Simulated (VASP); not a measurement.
## Ga2O3: single point with LDA

Ga2O3:

```xyz
10
Lattice="2.4997 1.4432 4.5003 -2.4997 1.4432 4.5003 0.0000 -2.8864 4.5003" Properties=species:S:1:pos:R:3 pbc="T T T"
Ga    0.0000    0.0000   11.5563
Ga    0.0000    0.0000    8.6952
Ga    0.0000    0.0000    1.9447
Ga    0.0000    0.0000    4.8058
O    -0.9869   -1.4432    5.6254
O     1.7433   -0.1331    5.6254
O    -0.7564    1.5763    5.6254
O     0.9869    1.4432    7.8756
O    -1.7433    0.1331    7.8756
O     0.7564   -1.5763    7.8756
```

| Quantity | Value |
| --- | --- |
| Program | VASP 6.6.1 |
| Task | single point |
| Functional | LDA |
| Potentials or basis | VASP PAW LDA potentials, release 64 (Ga_d, O) |
| Cutoff | 520 eV |
| k mesh | 6 × 6 × 6 |
| Occupations | gaussian, width 0.1 eV |
| Spin | no spin polarisation |
| Dipole correction | no |
| Further INCAR settings | ALGO = Normal; EDIFF = 1e-06; NBANDS = 55 |

The pressure is -5.7 GPa. The largest force is 0.080 eV/Å and the band gap on the k mesh is 2.68 eV (least direct gap 2.93 eV).

Forces on the atoms (eV/Å):
```
Ga   0.000  0.000 -0.080
Ga   0.000  0.000  0.080
Ga   0.000  0.000  0.080
Ga   0.000  0.000 -0.080
O   -0.023  0.000  0.000
O    0.011 -0.020  0.000
O    0.011  0.020  0.000
O    0.023  0.000  0.000
O   -0.011  0.020  0.000
O   -0.011 -0.020  0.000
```

Stress tensor (GPa, compression positive):
```
-5.41  0.00  0.00
 0.00 -5.41  0.00
 0.00  0.00 -6.31
```

Levels at points of the mesh, in eV from the valence-band top:
| k point | band 41 | band 42 | band 43 | band 44 | band 45 | band 46 | band 47 | band 48 |
| --- | --- | --- | --- | --- | --- | --- | --- | --- |
| (0.00, 0.00, 0.00) | -0.31 | -0.31 | -0.25 | -0.25 | 2.68 | 6.40 | 6.59 | 8.63 |
| (0.50, 0.00, 0.00) | -1.00 | -1.00 | -0.16 | -0.16 | 6.20 | 6.20 | 6.51 | 6.51 |
| (0.50, 0.50, 0.00) | -0.87 | -0.72 | -0.26 | -0.15 | 6.35 | 6.53 | 7.34 | 7.48 |
| (0.50, 0.50, 0.50) | -0.30 | -0.30 | -0.30 | -0.30 | 5.69 | 5.69 | 7.57 | 7.57 |

Run time: 5 min on 1 thread of Intel Xeon 8259CL, with other jobs on the host, peak memory 0.27 GiB.

Caveat: the cell stands under tension. A k mesh can miss the band edges.
